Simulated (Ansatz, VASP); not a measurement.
## Two plane-wave programs on GaN

The input INCAR:

```
SYSTEM = GaN
PREC = Accurate
ENCUT = 520
EDIFF = 1E-7
ISMEAR = 0
SIGMA = 0.05
LREAL = .False.
LASPH = .True.
NELM = 80
ALGO = Normal
ISIF = 2
LWAVE = .False.
LCHARG = .False.
GGA = PE
NBANDS = 46
```

Contents of KPOINTS:

```
regular mesh
0
Gamma
  8 6 6
  0 0 0
```

File POSCAR:

```
GaN
1.0
   -3.2185392732      0.0000000000      0.0000000000
    0.0000000000      0.0000000000     -5.2433778863
    0.0000000001     -5.5746735474      0.0000000000
Ga N
4 4
Direct
    0.5000000000     -0.0028914144      0.1666694412
    0.0000000000     -0.0028914144      0.6666694412
    0.0000000000      0.4971085856      0.3333305588
    0.5000000000      0.4971085856      0.8333305588
    0.5000000000      0.6428268730      0.1666842516
    0.0000000000      0.6428268730      0.6666842516
    0.0000000000      0.1428268730      0.3333157484
    0.5000000000      0.1428268730      0.8333157484
```

Input for Ansatz:

```yaml
crystal:
  lattice:
    - [-3.2185392732, 0.0, 0.0]
    - [0.0, 0.0, -5.2433778863]
    - [1.0e-10, -5.5746735474, 0.0]
  atoms:
    - { symbol: Ga, position: [0.5, -0.0028914144, 0.1666694412] }
    - { symbol: Ga, position: [0.0, -0.0028914144, 0.6666694412] }
    - { symbol: Ga, position: [0.0, 0.4971085856, 0.3333305588] }
    - { symbol: Ga, position: [0.5, 0.4971085856, 0.8333305588] }
    - { symbol: "N", position: [0.5, 0.642826873, 0.1666842516] }
    - { symbol: "N", position: [0.0, 0.642826873, 0.6666842516] }
    - { symbol: "N", position: [0.0, 0.142826873, 0.3333157484] }
    - { symbol: "N", position: [0.5, 0.142826873, 0.8333157484] }
basis:
  ecutwfc: 520.0
kpoints:
  mp_grid: { grid: [8, 6, 6] }
hamiltonian:
  xc: pbe
  pseudopotentials: { kind: paw, azcp: { folder: soft_1 } }
scf:
  occupations: { method: gaussian, width: 0.05 }
output:
  forces: true
  stress: true
  eigenvalues: true
```

Change from the starting cell: mode 11 frozen in at +0.000 Å and mode 13 at -0.098 Å (largest displacements).

Alike in both runs: task single point; functional PBE; k mesh 8 × 6 × 6; occupations gaussian, width 0.05 eV; no spin polarisation.

|  | VASP | Ansatz |
| --- | --- | --- |
| version | VASP 6.6.1 | Ansatz 0.2.0 |
| potentials or method | VASP PAW PBE potentials, release 64 (Ga_d, N), cutoff 520 eV | scalar-relativistic, plane waves, PAW |
| valence electrons in the cell | 72 | 72 |

|  | VASP | Ansatz | Ansatz less VASP |
| --- | --- | --- | --- |
| gap on the k mesh at the Fermi level (eV) | 1.57 | 1.57 | -0.001 |
| least direct gap on the mesh (eV) | 1.57 | 1.57 | -0.001 |
| pressure (GPa) | 1.4 | 1.4 | -0.05 |
| traceless stress, the component that is largest in VASP (GPa) | 9.24 | 9.42 | +0.181 |
| rms of the force components (eV/Å) | 0.979 | 0.992 | +0.0138 |

Atom by atom the forces differ by 0.014 eV/Å (rms over components).
